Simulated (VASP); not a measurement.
# PtSe2 (P-3m1) in VASP: further runs, part 2 of 2

VASP 6.6.1. Earlier steps stand in the parts before.

**4. Relaxation of cell and atoms, PBEsol**

This run uses another cell than the first one, of 20.27 Å³/atom.

INCAR

```
ALGO = Normal
EDIFF = 1E-6
EDIFFG = -0.005
ENCUT = 600
GGA = PS
IBRION = 2
ISIF = 3
ISMEAR = 0
LASPH = True
LCHARG = False
LREAL = False
LWAVE = False
NELM = 100
NSW = 100
PREC = Accurate
SIGMA = 0.1
```

KPOINTS

```
k-points
0
Gamma
  15 15 8
```

POSCAR

```
PtSe2
1.0
    3.7240002924      0.0000000000      0.0000000000
   -1.8620001462      3.2250788569      0.0000000000
    0.0000000000      0.0000000000      5.0619995757
Pt Se
1 2
Direct
    0.0000000000      0.0000000000      0.0000000000
    0.3333333333      0.6666666667      0.2500000000
    0.6666666667      0.3333333333      0.7500000000
```

Potentials or basis: VASP PAW PBE potentials, release 64 (Pt, Se).

On the command line:

```
cat potpaw_PBE.64/Pt/POTCAR potpaw_PBE.64/Se/POTCAR > POTCAR
mpirun -np 1 vasp_std > vasp.out
```

OUTCAR:

```text
EDIFF = 1E-6
   EDIFFG = -0.005
   ENCUT = 600
   GGA = PS
   IBRION = 2
   ISIF = 3
   ISMEAR = 0
   LASPH = True
   LREAL = False
   NELM = 100
   NSW = 100
   PREC = Accurate

 ion  position               nearest neighbor table
   1  0.000  0.000  0.000-   2 2.49   3 2.49   2 2.49   3 2.49   3 2.49   2 2.49
   2  0.333  0.667  0.250-   1 2.49   1 2.49   1 2.49
   3  0.667  0.333  0.750-   1 2.49   1 2.49   1 2.49

  LATTYP: Found a hexagonal cell.
 ALAT       =     3.7240002924
 C/A-ratio  =     1.3592908642

  Lattice vectors:

 A1 = (   3.7240002924,   0.0000000000,   0.0000000000)
 A2 = (  -1.8620001462,   3.2250788569,   0.0000000000)
 A3 = (   0.0000000000,   0.0000000000,   5.0619995757)

Analysis of symmetry for initial positions (statically):
=====================================================================
 Subroutine PRICEL returns:
 Original cell was already a primitive cell.

 Routine SETGRP: Setting up the symmetry group for a
 hexagonal supercell.

 Subroutine GETGRP returns: Found 12 space group operations
 (whereof 12 operations were pure point group operations)
 out of a pool of 24 trial point group operations.

The static configuration has the point symmetry D_3d.

Analysis of symmetry for dynamics (positions and initial velocities):
=====================================================================
 Subroutine PRICEL returns:
 Original cell was already a primitive cell.

 Routine SETGRP: Setting up the symmetry group for a
 hexagonal supercell.

 Subroutine GETGRP returns: Found 12 space group operations
 (whereof 12 operations were pure point group operations)
 out of a pool of 24 trial point group operations.

The dynamic configuration has the point symmetry D_3d.

 Subroutine INISYM returns: Found 12 space group operations
 (whereof 12 operations are pure point group operations),
 and found     1 'primitive' translations

----------------------------------------------------------------------------------------

                                     Primitive cell
[... 150 lines left out ...]
  -------------------------------------------------------------------------------------
  Total        1.0532987      1.0532987      0.4630659      0.0000000      0.0000000     -0.0000000
  in kB       27.7581158     27.7581158     12.2034099      0.0000000      0.0000000     -0.0000000
  external PRESSURE =      22.5732138 kB  Pullay stress =       0.0000000 kB
[... 92 lines left out ...]
  FREE ENERGIE OF THE ION-ELECTRON SYSTEM (eV)
  ---------------------------------------------------
  free  energy   TOTEN  =       -15.8965441813 eV

  energy  without entropy=      -15.8932013416  energy(sigma->0) =      -15.89487276

[... ionic steps 4 to 13 ...]

--------------------------------------- Ionic step       14  -------------------------------------------

 number of electron      22.0000003 magnetization

------------------------ aborting loop because EDIFF is reached ----------------------------------------
[... 69 lines left out ...]
--------------------------------------- Ionic step       16  -------------------------------------------

 number of electron      22.0000003 magnetization

 Free energy of the ion-electron system (eV)
  ---------------------------------------------------
  ext. energy  EPLUGINS =         0.00000000
  ---------------------------------------------------
  free energy    TOTEN  =       -15.90808213 eV

  energy without entropy =      -15.90462968  energy(sigma->0) =      -15.90635591

 E-fermi :   6.5564     XC(G=0): -10.9637

 val. band max:        6.5545256967   @ k =  -0.2000  -0.4667   0.1250
 cond. band min:       6.5754651824   @ k =   0.3333   0.2667   0.0000
 fundamental gap:      0.0209394857
 Fermi energy:         6.5564021796

 k-point     1 :       0.0000    0.0000    0.0000
  band No.  band energies     occupation
      1      -9.1475      2.00000
      2      -6.0649      2.00000
      3      -0.6103      2.00000
      4       0.2286      2.00000
      5       0.2286      2.00000
      6       2.7129      2.00000
      7       2.7129      2.00000
      8       4.0923      2.00000
      9       5.5471      2.00000
     10       5.5471      2.00000
     11       7.3155      0.00000
     12       7.7509      0.00000
     13       7.7509      0.00000
     14       9.8304      0.00000
[... 401 lines left out ...]
      2      -7.0360      2.00000
      3      -0.4772      2.00000
      4       0.6315      2.00000
      5       1.0773      2.00000
      6       1.6769      2.00000
      7       2.1692      2.00000
      8       3.0754      2.00000
      9       3.6786      2.00000
     10       3.9988      2.00000
     11       5.0707      2.00000
     12       6.6863      0.06628
     13       7.4048      0.00000
     14      10.7345      0.00000
     15      13.2982      0.00000

 [... further k-points ...]

------------------------ aborting loop because EDIFF is reached ----------------------------------------

  FORCE on cell =-STRESS in cart. coord.  units (eV):
  Direction    XX          YY          ZZ          XY          YZ          ZX
  --------------------------------------------------------------------------------------
  -------------------------------------------------------------------------------------
  Total       -0.0063274     -0.0063274      0.0015046     -0.0000000      0.0000000      0.0000000
  in kB       -0.1703103     -0.1703103      0.0404985     -0.0000000      0.0000000      0.0000000
  external PRESSURE =      -0.1000407 kB  Pullay stress =       0.0000000 kB
[... 18 lines left out ...]
  FREE ENERGIE OF THE ION-ELECTRON SYSTEM (eV)
  ---------------------------------------------------
  free  energy   TOTEN  =       -15.9080821311 eV

  energy  without entropy=      -15.9046296836  energy(sigma->0) =      -15.90635591

 reached required accuracy - stopping structural energy minimisation
```

OSZICAR:

```text
N       E                     dE             d eps       ncg     rms          rms(c)
DAV:   1     0.124655230466E+03    0.12466E+03   -0.11169E+04  5824   0.146E+03
DAV:   2    -0.111845680954E+02   -0.13584E+03   -0.13272E+03  7357   0.250E+02
DAV:   3    -0.167149231291E+02   -0.55304E+01   -0.54878E+01  7181   0.532E+01
DAV:   4    -0.167599872058E+02   -0.45064E-01   -0.45057E-01  6950   0.522E+00
[... 129 lines left out ...]
DAV:   1    -0.159081642292E+02   -0.12193E-03   -0.31702E-03  5816   0.447E-01    0.628E-02
DAV:   2    -0.159081058237E+02    0.58406E-04   -0.55161E-04  6355   0.240E-01    0.442E-02
DAV:   3    -0.159080865780E+02    0.19246E-04   -0.52199E-05  6166   0.787E-02    0.199E-02
DAV:   4    -0.159080823631E+02    0.42149E-05   -0.19587E-05  6096   0.253E-02    0.497E-03
DAV:   5    -0.159080821311E+02    0.23200E-06   -0.65973E-07  3013   0.835E-03
  16 F= -.15908082E+02 E0= -.15906356E+02  d E =-.288270E-05
```

CONTCAR:

```text
PtSe2
   1.00000000000000
     3.7612141193542104   -0.0000000000000000   -0.0000000000000000
    -1.8806070596771052    3.2573069764138123   -0.0000000000000000
     0.0000000000000000   -0.0000000000000002    4.8585394371762005
  Pt              Se
     1     2
Direct
     0.0000000000000000    0.0000000000000000    0.0000000000000000
     0.3333333332999970    0.6666666667000030    0.2611595322848859
     0.6666666667000030    0.3333333332999970    0.7388404677151141

  0.00000000E+00  0.00000000E+00  0.00000000E+00
  0.00000000E+00  0.00000000E+00  0.00000000E+00
  0.00000000E+00  0.00000000E+00  0.00000000E+00
```

Run time: 20 min. Hardware: 1 thread of Intel Xeon Platinum 8259CL at 2.50GHz (Skylake/Cascade Lake), shared host; peak memory 0.39 GiB.

Results:

| Property | Result |
| --- | --- |
| Free energy | -15.9081 eV |
| Relaxed volume | 19.84 Å³/atom |
| Relaxed cell | a = 3.761 Å, b = 3.761 Å, c = 4.859 Å, α = 90.00°, β = 90.00°, γ = 120.00° |
| Space group after relaxing (to 0.1 Å) | P-3m1 (No. 164) |
| Energy gained by relaxing | 6.8 meV/atom |
| Ionic steps | 16 |
| Pressure after relaxing | 0.0 GPa |
| Band gap on the k mesh | zero (bands 11 and 12 overlap by 0.84 eV) |

Step by step:
```tsv
step	energy change (eV)	largest force (eV/Å)	pressure (GPa)	volume (Å³)
1	0.0000	0.3215	2.26	60.80
2	0.0157	0.3042	-4.03	63.34
3	-0.0089	0.0738	-0.28	61.73
4	-0.0089	0.0787	-0.23	61.71
5	-0.0104	0.0792	-0.22	61.54
6	-0.0144	0.0799	-0.17	61.02
7	-0.0195	0.0693	0.01	59.97
8	-0.0073	0.0107	0.82	57.84
9	-0.0197	0.0827	0.21	59.67
10	-0.0168	0.1640	-1.50	59.96
11	-0.0201	0.0204	-0.24	59.74
12	-0.0201	0.0319	0.17	59.32
13	-0.0204	0.0053	-0.03	59.53
14	-0.0204	0.0047	-0.04	59.53
15	-0.0204	0.0201	0.16	59.48
16	-0.0204	0.0001	-0.01	59.52
```

Final structure:
```cif
data_structure
_symmetry_space_group_name_H-M 'P 1'
_symmetry_Int_Tables_number 1
_cell_length_a 3.7612
_cell_length_b 3.7612
_cell_length_c 4.8585
_cell_angle_alpha 90.000
_cell_angle_beta 90.000
_cell_angle_gamma 120.000
_cell_volume 59.52
loop_
_atom_site_label
_atom_site_type_symbol
_atom_site_fract_x
_atom_site_fract_y
_atom_site_fract_z
_atom_site_occupancy
Pt1 Pt 0.00000 0.00000 0.00000 1
Se1 Se 0.33333 0.66667 0.26116 1
Se2 Se 0.66667 0.33333 0.73884 1
```

Caveat: the PAW data sets were made with another functional, which shifts forces and pressure a little; spin-orbit coupling is left out, which moves the levels of the heavy elements.

**5. Overview**

| task | cell | k mesh | cutoff (eV) | gap on the mesh (eV) | pressure (GPa) | largest force (eV/Å) |
| --- | --- | --- | --- | --- | --- | --- |
| single point | a = 3.760, b = 3.760, c = 4.863 Å, angles 90.0, 90.0, 120.0°, 3 atoms, atomic positions A | 15 × 15 × 8 | 520 | none | 0.1 | 0.02 |
| single point | a = 3.760, b = 6.147 Å, angles 127.7, 60.0, 107.8°, 3 atoms, atomic positions B | 10 × 6 × 13 | 520 | none | 0.1 | 0.01 |
| relaxation of cell and atoms | relaxed from a = 3.724, b = 3.724, c = 5.062 Å, angles 90.0, 90.0, 120.0°, 3 atoms, atomic positions C | 15 × 15 × 8 | 600 | none | 0.0 | - |

Alike in all rows: level PBEsol; potentials or basis VASP PAW PBE potentials, release 64 (Pt, Se); no spin polarisation; smearing gaussian 0.1 eV.

Caveats: the PAW data sets were made with another functional, which shifts forces and pressure a little; spin-orbit coupling is left out, which moves the levels of the heavy elements.

Absolute energies hang on the potentials; compare differences alone.

The gap in the log of VASP goes by the Fermi energy; the results here count the filled bands.